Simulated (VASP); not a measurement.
Here is a VASP 6.6.1 calculation.

The input POSCAR:

```
ZnSe
1.0
    3.3455020051      0.0000000000      0.0000000000
    0.0000000000      3.3455020051      0.0000000000
    0.0000000000      0.0000000000      3.3455020051
Zn Se
1 1
Direct
    0.0000000000      0.0000000000      0.0000000000
    0.5000000000      0.5000000000      0.5000000000
```

Contents of INCAR.step1:

```
SYSTEM = ZnSe
ALGO = Normal
EDIFF = 1E-4
ENCUT = 600
GGA = PE
ISMEAR = -1
LASPH = .TRUE.
LCHARG = .FALSE.
LREAL = .FALSE.
LWAVE = .TRUE.
NELM = 80
PREC = Accurate
SIGMA = 0.02
```

Contents of INCAR.step2:

```
SYSTEM = ZnSe
ALGO = Normal
EDIFF = 1E-6
EDIFFG = -0.005
ENCUT = 600
IBRION = 2
ISIF = 3
ISMEAR = -1
ISTART = 1
LASPH = .TRUE.
LCHARG = .FALSE.
LMIXTAU = .TRUE.
LREAL = .FALSE.
LWAVE = .FALSE.
METAGGA = R2SCAN
NELM = 80
NSW = 80
PREC = Accurate
SIGMA = 0.02
```

Contents of KPOINTS:

```
k-points
0
G
  8 8 8
  0 0 0
```

Potentials or basis: VASP PAW PBE potentials, release 64 (Zn, Se).

The run is started by

```console
$ cat potpaw_PBE.64/Zn/POTCAR potpaw_PBE.64/Se/POTCAR > POTCAR
$ cp INCAR.step1 INCAR
$ mpirun -np 1 vasp_std > vasp.out
$ cp INCAR.step2 INCAR
$ mpirun -np 1 vasp_std > vasp.out
```

Task: What does it give for the band gap on the k mesh?

Result: Zero (bands 9 and 10 overlap by 1.59 eV).

Task: Predict the space group after relaxing (to 0.1 Å).

Result: Pm-3m (No. 221).

Task: Predict the relaxed volume.

Result: 18.41 Å³/atom.

Task: Predict the relaxed cell.

Result: a = 3.327 Å, b = 3.327 Å, c = 3.327 Å, α = 90.00°, β = 90.00°, γ = 90.00°.

Final structure:
```xyz
2
Lattice="3.3270 0.0000 0.0000 0.0000 3.3270 0.0000 0.0000 0.0000 3.3270" Properties=species:S:1:pos:R:3 pbc="T T T"
Zn    0.0000    0.0000    0.0000
Se    1.6635    1.6635    1.6635
```

Caveat: the structure was generated, so it needn't be the stable form of ZnSe; the PAW data sets were made with another functional, which shifts forces and pressure a little.
